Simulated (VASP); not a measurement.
**PtSe: single point with PBEsol**

PtSe:

```
Pt Se
1.0
     3.69381    0.00000    0.00000
    -1.84691    3.19894    0.00000
     0.00000    0.00000    3.11952
Pt Se
1 1
Cartesian
  0.0000 0.0000 0.0000
  1.8469 1.0663 1.5598
```

```json
{
  "Program": "VASP 6.6.1",
  "Task": "single point",
  "Functional": "PBEsol",
  "Potentials or basis": "VASP PAW PBE potentials, release 64 (Pt, Se)",
  "Cutoff": "520 eV",
  "k mesh": "8 × 8 × 7",
  "Occupations": "fermi-dirac, width 0.05 eV",
  "Spin": "no spin polarisation",
  "Dipole correction": "no",
  "Further INCAR settings": "ALGO = Normal; EDIFF = 1e-06; NBANDS = 15"
}
```

```
Pressure               : 0.1 GPa
Band gap on the k mesh : zero (band 8 reaches 8.65 eV, above the bottom of band 9 at 7.73 eV)
```

Levels at points of the mesh, in eV from the Fermi level:
```
           k point  band 6  band 7  band 8  band 9  band 10  band 11
(0.00, 0.00, 0.00)   -2.50   -1.02    0.22    0.62     0.62     6.74
(0.50, 0.00, 0.00)   -2.64   -2.28   -1.81    1.90     3.05     7.10
```

It took 9.1 s on 1 thread of Intel(R) Xeon(R) Platinum 8488C (Sapphire Rapids), with other jobs on the host, peak memory 0.16 GiB.

Caveat: the PAW data sets were made with another functional, which shifts forces and pressure a little; spin-orbit coupling is left out, which moves the levels of the heavy elements.
